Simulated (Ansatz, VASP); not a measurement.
## Two plane-wave programs on W

```
CELL_PARAMETERS angstrom
-1.56897 1.56897 1.56897
1.56897 -1.56897 1.56897
1.56897 1.56897 -1.56897
ATOMIC_POSITIONS crystal
W 0.00000 0.00000 0.00000
```

Alike in both runs: functional LDA; k mesh 8 × 8 × 8; occupations gaussian, width 0.1 eV; no spin polarisation.

Ansatz relaxed the structure, and its values are those at the end. VASP's run is a single point on that final structure, the one shown.

```csv
,VASP,Ansatz
version,VASP 6.6.1,Ansatz 0.2.0
potentials or method,"VASP PAW LDA potentials, release 64 (W_sv), cutoff 500 eV","scalar-relativistic, plane waves, PAW"
valence electrons in the cell,14,14
```

|  | VASP | Ansatz | Ansatz less VASP |
| --- | --- | --- | --- |
| gap on the k mesh at the Fermi level (eV) | none | none | - |
| pressure (GPa) | 1.9 | 0.0 | -1.90 |

Ansatz warns that its potentials were made for another functional, while VASP's fit it. LDA's correlation is that of Perdew and Zunger in VASP and of Perdew and Wang (1992) in Ansatz. A gap of «none» marks a metal or a gap that the smearing closes.

Neither program's run includes spin-orbit coupling.
